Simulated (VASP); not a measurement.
# Hg (P6_3/mmc) in VASP: a series of runs, part 2 of 2

VASP 6.6.1. The steps go on from the part before.

## 3. Single point, PBEsol

This run uses another cell than the first one, of 23.03 Å³/atom, 1.067 times its volume.

INCAR

```
SYSTEM = Hg
PREC = Accurate ; ENCUT = 520
EDIFF = 1E-6 ; ISMEAR = 0
SIGMA = 0.1 ; LREAL = .False.
LASPH = .True. ; NELM = 100
ALGO = Normal ; ISIF = 2
LWAVE = .False. ; LCHARG = .False.
GGA = PS ; NBANDS = 19
```

KPOINTS

```
regular mesh
0
Gamma
  15 15 8
  0 0 0
```

POSCAR

```
Hg
1.0
    3.2645736674      0.0000000000      0.0000000000
   -1.6322868337      2.8272037285      0.0000000000
    0.0000000000      0.0000000000      4.9902315018
Hg
2
Direct
    0.6666666667      0.3333333333      0.7500000000
    0.3333333333      0.6666666667      0.2500000000
```

Potentials or basis: VASP PAW PBE potentials, release 64 (Hg).

Run with:

```
cat potpaw_PBE.64/Hg/POTCAR > POTCAR
mpirun -np 1 vasp_std > vasp.out
```

It took 25 s on 1 thread of Intel Xeon 6975P-C (Granite Rapids), shared host; peak memory 0.22 GiB.

The run converged. Its results:

```
Free energy            : -1.0827 eV
Pressure               : 1.4 GPa
Band gap on the k mesh : zero (band 12 reaches 2.94 eV, above the bottom of band 13 at 1.94 eV)
```

Stress tensor (GPa, compression positive):
```
1.35 0.00 0.00
0.00 1.35 0.00
0.00 0.00 1.52
```

Levels at points of the mesh, in eV from the Fermi level:
```tsv
k point	band 8	band 9	band 10	band 11	band 12	band 13	band 14	band 15	band 16	band 17
(0.00, 0.00, 0.00)	-6.63	-6.63	-5.73	-5.73	-1.27	-0.66	11.97	11.97	12.72	14.42
(0.00, 0.00, 0.50)	-6.49	-5.96	-5.96	-5.96	-5.96	8.10	8.10	12.97	12.97	13.14
```

Caveat: the PAW data sets were made with another functional, which shifts forces and pressure a little; spin-orbit coupling is left out, which moves the levels of the heavy elements.

## 4. Single point, PBEsol

This run uses another cell than the first one, of 23.74 Å³/atom, 1.100 times its volume.

INCAR

```
SYSTEM = Hg
PREC     = Accurate       ! precision mode
ENCUT    = 520            ! plane-wave cutoff, eV
EDIFF    = 1E-6           ! SCF threshold, eV
ISMEAR   = 0              ! smearing method
SIGMA    = 0.1            ! smearing width, eV
LREAL    = .False.        ! projectors in reciprocal space
LASPH    = .True.         ! aspherical terms in the spheres
NELM     = 60             ! most SCF steps
ALGO     = Normal         ! electronic algorithm
ISIF     = 2              ! what is computed and relaxed
LWAVE    = .False.        ! write WAVECAR
LCHARG   = .False.        ! write CHGCAR
GGA      = PS             ! functional
NBANDS   = 19             ! bands
```

KPOINTS is that of step 3.

POSCAR

```
Hg
1.0
    3.3010417919      0.0000000000      0.0000000000
   -1.6505208959      2.8587860507      0.0000000000
    0.0000000000      0.0000000000      5.0320110813
Hg
2
Direct
    0.6666666667      0.3333333333      0.7500000000
    0.3333333333      0.6666666667      0.2500000000
```

Run with:

```
cat potpaw_PBE.64/Hg/POTCAR > POTCAR
mpirun -np 1 vasp_std > vasp.out
```

Run time: 41 s. Hardware: 1 thread of Intel Xeon 6975P-C (Granite Rapids), shared host; peak memory 0.24 GiB.

The run converged. Its results:

* Free energy: -1.0911 eV
* Pressure: 0.3 GPa
* Band gap on the k mesh: zero (band 12 reaches 2.62 eV, above the bottom of band 13 at 1.64 eV)

Stress tensor (GPa, compression positive):
```
0.29 0.00 0.00
0.00 0.29 0.00
0.00 0.00 0.39
```

Levels at points of the mesh, in eV from the Fermi level:
| k point | band 8 | band 9 | band 10 | band 11 | band 12 | band 13 | band 14 | band 15 | band 16 | band 17 |
| --- | --- | --- | --- | --- | --- | --- | --- | --- | --- | --- |
| (0.00, 0.00, 0.00) | -6.53 | -6.53 | -5.68 | -5.68 | -1.12 | -0.70 | 11.69 | 11.69 | 12.64 | 14.24 |
| (0.00, 0.00, 0.50) | -6.35 | -5.90 | -5.90 | -5.90 | -5.90 | 7.99 | 7.99 | 12.87 | 12.87 | 12.87 |

Caveat: the PAW data sets were made with another functional, which shifts forces and pressure a little; spin-orbit coupling is left out, which moves the levels of the heavy elements.

## 5. Single point, PBEsol

This run uses another cell than the first one, of 14.63 Å³/atom, 0.677 times its volume.

INCAR

```
SYSTEM = Hg
ALGO = Normal
EDIFF = 1E-7
ENCUT = 520
GGA = PS
ISIF = 2
ISMEAR = 0
LASPH = .TRUE.
LCHARG = .FALSE.
LREAL = .FALSE.
LWAVE = .FALSE.
NBANDS = 19
NELM = 60
PREC = Accurate
SIGMA = 0.1
```

KPOINTS

```
k-points
0
G
  18 18 10
  0 0 0
```

POSCAR

```
Hg
1.0
    2.7178011170      0.0000000000      0.0000000000
   -1.3589005585      2.3536848098      0.0000000000
    0.0000000000      0.0000000000      4.5734543277
Hg
2
Direct
    0.6666666667      0.3333333333      0.7500000000
    0.3333333333      0.6666666667      0.2500000000
```

Run with:

```
cat potpaw_PBE.64/Hg/POTCAR > POTCAR
mpirun -np 1 vasp_std > vasp.out
```

Wall time 36 s (1 thread of Intel Xeon 6975P-C (Granite Rapids), shared host); peak memory 0.21 GiB.

It converged, with:

```
Free energy            : 1.8523 eV
Pressure               : 94.6 GPa
Band gap on the k mesh : zero (band 12 reaches 9.48 eV, above the bottom of band 13 at 7.31 eV)
```

Stress tensor (GPa, compression positive):
```
94.73  0.00  0.00
 0.00 94.73  0.00
 0.00  0.00 94.35
```

Levels at points of the mesh, in eV from the Fermi level:
```tsv
k point	band 8	band 9	band 10	band 11	band 12	band 13	band 14	band 15	band 16	band 17
(0.00, 0.00, 0.00)	-9.10	-9.10	-7.59	-7.59	-5.49	-1.41	12.82	14.15	15.43	17.01
(0.50, 0.00, 0.00)	-7.34	-7.23	-7.03	-4.14	-2.69	2.37	3.88	4.33	7.68	8.61
(0.00, 0.00, 0.50)	-10.27	-8.11	-8.11	-8.11	-8.11	7.67	7.67	13.26	13.26	17.37
(0.50, 0.00, 0.50)	-7.73	-7.11	-7.11	-3.78	-3.78	0.19	0.19	10.93	10.93	11.34
```

Caveat: the PAW data sets were made with another functional, which shifts forces and pressure a little; spin-orbit coupling is left out, which moves the levels of the heavy elements.

## 6. Single point, PBEsol

This run uses another cell than the first one, of 24.60 Å³/atom, 1.139 times its volume.

INCAR

```
SYSTEM = Hg
PREC     = Accurate       ! precision mode
ENCUT    = 520            ! plane-wave cutoff, eV
EDIFF    = 1E-6           ! SCF threshold, eV
ISMEAR   = 0              ! smearing method
SIGMA    = 0.1            ! smearing width, eV
LREAL    = .False.        ! projectors in reciprocal space
LASPH    = .True.         ! aspherical terms in the spheres
NELM     = 80             ! most SCF steps
ALGO     = Normal         ! electronic algorithm
ISIF     = 2              ! what is computed and relaxed
LWAVE    = .False.        ! write WAVECAR
LCHARG   = .False.        ! write CHGCAR
GGA      = PS             ! functional
NBANDS   = 19             ! bands
```

KPOINTS

```
regular mesh
0
Gamma
  15 15 8
  0 0 0
```

POSCAR

```
Hg
1.0
    3.3425615652      0.0000000000      0.0000000000
   -1.6712807826      2.8947432292      0.0000000000
    0.0000000000      0.0000000000      5.0843556022
Hg
2
Direct
    0.6666666667      0.3333333333      0.7500000000
    0.3333333333      0.6666666667      0.2500000000
```

Potentials or basis: VASP PAW PBE potentials, release 64 (Hg).

Run with:

```
cat potpaw_PBE.64/Hg/POTCAR > POTCAR
mpirun -np 1 vasp_std > vasp.out
```

It took 41 s on 1 thread of Intel Xeon 6975P-C (Granite Rapids), shared host; peak memory 0.24 GiB.

The run converged. Its results:

```
Free energy            : -1.0898 eV
Pressure               : -0.7 GPa
Band gap on the k mesh : zero (band 12 reaches 2.25 eV, above the bottom of band 13 at 1.29 eV)
```

Levels at points of the mesh, in eV from the Fermi level:
| k point | band 8 | band 9 | band 10 | band 11 | band 12 | band 13 | band 14 | band 15 | band 16 | band 17 |
| --- | --- | --- | --- | --- | --- | --- | --- | --- | --- | --- |
| (0.00, 0.00, 0.00) | -6.39 | -6.39 | -5.59 | -5.59 | -0.92 | -0.72 | 11.43 | 11.43 | 12.59 | 13.96 |
| (0.00, 0.00, 0.50) | -6.16 | -5.79 | -5.79 | -5.79 | -5.79 | 7.87 | 7.87 | 12.60 | 12.60 | 12.60 |

Caveat: the PAW data sets were made with another functional, which shifts forces and pressure a little; spin-orbit coupling is left out, which moves the levels of the heavy elements.

## 7. Relaxation of cell and atoms, PBEsol, target pressure 4 GPa, at which the enthalpy is minimised

This run uses another cell than the first one, of 21.35 Å³/atom, 0.989 times its volume.

INCAR

```
SYSTEM = Hg
PREC = Accurate ; ENCUT = 600
EDIFF = 1E-7 ; ISMEAR = 0
SIGMA = 0.1 ; LREAL = .False.
LASPH = .True. ; NELM = 60
ALGO = Fast ; ISIF = 3
LWAVE = .False. ; LCHARG = .False.
GGA = PS ; IBRION = 2
NSW = 70 ; EDIFFG = -0.008
PSTRESS = 40.0
```

KPOINTS is that of step 6.

POSCAR

```
Hg
1.0
    3.1833274525      0.0000000000      0.0000000000
   -1.5916637262      2.7568424425      0.0000000000
    0.0000000000      0.0000000000      4.8660384334
Hg
2
Direct
    0.6666666667      0.3333333333      0.7500000000
    0.3333333333      0.6666666667      0.2500000000
```

Run with:

```
cat potpaw_PBE.64/Hg/POTCAR > POTCAR
mpirun -np 1 vasp_std > vasp.out
```

It took 4.8 min on 1 thread of Intel Xeon 6975P-C (Granite Rapids), shared host; peak memory 0.25 GiB.

It converged, with:

```
Free energy                                            : -1.0435 eV
Relaxed volume                                         : 21.81 Å³/atom
Relaxed cell                                           : a = 3.155 Å, b = 3.155 Å, c = 5.060 Å, α = 90.00°, β = 90.00°, γ = 120.00°
Space group after relaxing (to 0.05 Å)                 : P6_3/mmc (No. 194)
Energy change on relaxing (the enthalpy is what falls) : -16.3 meV/atom
Ionic steps                                            : 11
Pressure after relaxing                                : 4.0 GPa
Band gap on the k mesh                                 : zero (band 12 reaches 3.52 eV, above the bottom of band 13 at 1.99 eV)
```

The path:
```csv
step,energy change (eV),largest force (eV/Å),pressure (GPa),volume (Å³)
1,0.0000,0.0000,5.75,42.70
2,-0.0423,0.0000,3.50,44.16
3,-0.0347,0.0000,3.95,43.84
4,-0.0345,0.0000,3.95,43.82
5,-0.0337,0.0000,3.98,43.76
6,-0.0326,0.0000,4.03,43.64
7,-0.0246,0.0000,4.35,43.37
8,-0.0305,0.0000,4.12,43.54
9,-0.0310,0.0000,4.09,43.55
10,-0.0370,0.0000,3.72,43.80
11,-0.0326,0.0000,4.01,43.62
```

Final structure:
```
Hg
1.0
     3.15488    0.00000    0.00000
    -1.57744    2.73220    0.00000
     0.00000    0.00000    5.06002
Hg
2
Cartesian
  1.5774 0.9107 3.7950
  0.0000 1.8215 1.2650
```

Levels at points of the mesh, in eV from the Fermi level:
```csv
k point,band 9,band 10,band 11,band 12,band 13,band 14,band 15,band 16
"(0.00, 0.00, 0.00)",-6.74,-5.90,-5.90,-1.86,-1.16,13.05,13.05,13.11
"(0.00, 0.00, 0.50)",-6.16,-6.16,-6.16,-6.16,7.37,7.37,13.37,13.37
```

Caveat: the cell is relaxed towards a set pressure, so the enthalpy falls and the energy may rise; the PAW data sets were made with another functional, which shifts forces and pressure a little; spin-orbit coupling is left out, which moves the levels of the heavy elements.

## 8. Summary

```csv
task,cell,k mesh,cutoff (eV),gap on the mesh (eV),pressure (GPa)
single point,"a = 3.144, b = 3.144, c = 5.046 Å, angles 90.0, 90.0, 120.0°, 2 atoms",15 × 15 × 8,520,none,4.6
single point,"a = 3.265, b = 3.265, c = 4.990 Å, angles 90.0, 90.0, 120.0°, 2 atoms",15 × 15 × 8,520,none,1.4
single point,"a = 3.301, b = 3.301, c = 5.032 Å, angles 90.0, 90.0, 120.0°, 2 atoms",15 × 15 × 8,520,none,0.3
single point,"a = 2.718, b = 2.718, c = 4.573 Å, angles 90.0, 90.0, 120.0°, 2 atoms",18 × 18 × 10,520,none,94.6
single point,"a = 3.343, b = 3.343, c = 5.084 Å, angles 90.0, 90.0, 120.0°, 2 atoms",15 × 15 × 8,520,none,-0.7
relaxation of cell and atoms,"relaxed to 4 GPa from a = 3.183, b = 3.183, c = 4.866 Å, angles 90.0, 90.0, 120.0°, 2 atoms",15 × 15 × 8,600,none,4.0
```

Alike in all rows: level PBEsol; potentials or basis VASP PAW PBE potentials, release 64 (Hg); no spin polarisation; smearing gaussian 0.1 eV.

Caveats: the PAW data sets were made with another functional, which shifts forces and pressure a little; spin-orbit coupling is left out, which moves the levels of the heavy elements; the cell is relaxed towards a set pressure, so the enthalpy falls and the energy may rise (some runs).

Total energies depend on the potentials used, so only differences within one code and one set of settings carry meaning.
